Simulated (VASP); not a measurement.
Input of a VASP 6.6.1 run:

File INCAR:

```
SYSTEM = Si
  PREC = Accurate
  ENCUT = 520
  EDIFF = 1E-6
  ISMEAR = 0
  SIGMA = 0.05
  LREAL = .False.
  LASPH = .True.
  NELM = 80
  ALGO = Normal
  ISIF = 2
  LWAVE = .False.
  LCHARG = .True.
  GGA = PE
  LELF = .True.
  LVHAR = .True.
  NBANDS = 11
```

KPOINTS

```
regular mesh
0
Gamma
  10 10 10
  0 0 0
```

The input POSCAR:

```
Si
1.0
    0.0000000000      2.6988345205      3.0102800242
    2.6988345205      0.0000000000      3.0102800242
    2.6988345205      2.6988345205      0.0000000000
Si
2
Direct
    0.5000000000      0.5000000000      0.5000000000
    0.7500000000      0.7500000000      0.7500000000
```

Potentials or basis: VASP PAW PBE potentials, release 64 (Si).

Command:

```bash
$ cat potpaw_PBE.64/Si/POTCAR > POTCAR
$ mpirun -np 1 vasp_std > vasp.out
```

Estimate the pressure.

-5.5 GPa.

Predict the band gap on the k mesh.

0.15 eV, indirect (least direct gap 1.48 eV).

Stress tensor (GPa, compression positive):
```
 -1.53   0.00   0.00
  0.00  -1.53   0.00
  0.00   0.00 -13.45
```

 A k mesh can miss the band edges.
